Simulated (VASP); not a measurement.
Set up this calculation in VASP 6.6.1, as the native input.

* Task: single point
* Functional: PBE
* Potentials or basis: VASP PAW PBE potentials, release 64 (Ag)
* Cutoff: 500 eV
* k mesh: 11 × 11 × 11
* Occupations: fermi-dirac, width 0.05 eV
* Spin: no spin polarisation
* Dipole correction: no
* Further INCAR settings: ALGO = Normal; EDIFF = 1e-06; NBANDS = 12

The structure of Ag lies in POSCAR:

```
Ag
1.0
    0.0000000000      2.0427500000      2.0427500000
    2.0631775000      0.0000000000      2.0427500000
    2.0631775000      2.0427500000      0.0000000000
Ag
1
Direct
    0.0000000000      0.0000000000      0.0000000000
```

One way to write it, as run:

INCAR

```
PREC = Accurate ; ENCUT = 500
EDIFF = 1E-6 ; ISMEAR = -1
SIGMA = 0.05 ; LREAL = F
LASPH = T ; NELM = 120
ALGO = Normal ; ISIF = 2
LWAVE = F ; LCHARG = F
GGA = PE ; NBANDS = 12
GGA_COMPAT = F
```

KPOINTS

```
Automatic mesh
0
Gamma
  11 11 11
```

Potentials or basis: VASP PAW PBE potentials, release 64 (Ag).

Command:

```bash
$ cat potpaw_PBE.64/Ag/POTCAR > POTCAR
$ mpirun -np 1 vasp_std > vasp.out
```

It gave:

The pressure is 3.2 GPa and the band gap on the k mesh is zero (an odd number of electrons rules out a gap without spin polarisation).

Caveat: the cell stands under pressure.

It took 18 s on 1 thread of Intel(R) Xeon(R) 6975P-C (Granite Rapids) (shared host), peak memory 0.15 GiB.
